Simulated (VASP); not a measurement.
Input of a VASP 6.6.1 run:

POSCAR

```
C
1.0
    2.4229746043      0.0000000000      0.0000000000
   -1.2114873021      2.0983575600      0.0000000000
    0.0000000000      0.0000000000      8.4086027063
C
2
Direct
    0.6666666667      0.3333333333      0.0000000000
    0.3333333333      0.6666666667      0.0000000000
```

The input INCAR.step1:

```
  PREC = Accurate
  ENCUT = 520
  EDIFF = 1E-5
  ISMEAR = -1
  SIGMA = 0.05
  LREAL = F
  LASPH = T
  NELM = 80
  ALGO = Normal
  ISIF = 2
  LWAVE = T
  LCHARG = F
  NBANDS = 11
  GGA = PE
```

INCAR.step2

```
  PREC = Accurate
  ENCUT = 520
  EDIFF = 1E-6
  ISMEAR = -1
  SIGMA = 0.05
  LREAL = F
  LASPH = T
  NELM = 80
  ALGO = Normal
  ISIF = 2
  LWAVE = F
  LCHARG = F
  GGA = PE
  LHFCALC = T
  AEXX = 0.25
  PRECFOCK = Normal
  NBANDS = 11
  ISTART = 1
```

Contents of KPOINTS:

```
Automatic mesh
0
Gamma
  6 6 2
```

Potentials or basis: VASP PAW PBE potentials, release 64 (C).

Run with:

```sh
$ cat potpaw_PBE.64/C/POTCAR > POTCAR
$ cp INCAR.step1 INCAR
$ mpirun -np 1 vasp_std > vasp.out
$ cp INCAR.step2 INCAR
$ mpirun -np 1 vasp_std > vasp.out
```

(1) Predict the band gap on the k mesh.

Answers

(1) zero (band 4 reaches -0.26 eV, above the bottom of band 5 at -0.78 eV).

Caveat: the k points lie up to 0.50 Å⁻¹ apart.
